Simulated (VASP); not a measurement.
Crystal: Ti2BN3.

```
CELL_PARAMETERS angstrom
2.80021 0.00000 0.00000
0.00000 2.80021 0.00000
0.00000 0.00000 7.35505
ATOMIC_POSITIONS crystal
Ti 0.50000 0.50000 0.80274
Ti 0.50000 0.50000 0.19726
B 0.50000 0.50000 0.50000
N 0.00000 0.00000 0.00000
N 0.00000 0.00000 0.71904
N 0.00000 0.00000 0.28096
```

| Property | Result |
| --- | --- |
| Program | VASP 6.6.1 |
| Task | relaxation of cell and atoms |
| Functional | PBE |
| Potentials or basis | VASP PAW PBE potentials, release 64 (Ti_sv, B, N) |
| Cutoff | 600 eV |
| k mesh | 6 × 6 × 4 |
| Occupations | gaussian, width 0.1 eV |
| Spin | no spin polarisation |

At the start: pressure -0.4 GPa; volume 9.61 Å³/atom.

Question: Where does the relaxation end?

Answer: Over 9 steps the energy falls by 2.4 meV/atom and the volume is 9.46 Å³/atom (-1.6 %); space group P4/mmm (No. 123, to 0.05 Å).

The path:
```tsv
step	energy change (eV)	largest force (eV/Å)	pressure (GPa)	volume (Å³)
1	0.0000	0.2223	-0.40	57.67
2	-0.0119	0.0346	-0.77	57.47
3	-0.0120	0.0335	-0.81	57.45
4	-0.0126	0.0936	0.56	57.02
5	-0.0128	0.0747	0.15	57.15
6	-0.0133	0.0548	0.05	57.09
7	-0.0135	0.0695	-0.05	57.02
8	-0.0139	0.0542	-0.02	56.95
9	-0.0144	0.0055	0.12	56.75
```

Final structure:
```
Ti B N
1.0
     2.79943    0.00000    0.00000
     0.00000    2.79943    0.00000
     0.00000    0.00000    7.24127
Ti B N
2 1 3
Cartesian
  1.3997 1.3997 5.8255
  1.3997 1.3997 1.4158
  1.3997 1.3997 3.6206
  0.0000 0.0000 0.0000
  2.7994 0.0000 5.1773
  0.0000 0.0000 2.0640
```

Caveat: the k points lie up to 0.37 Å⁻¹ apart in the final cell.
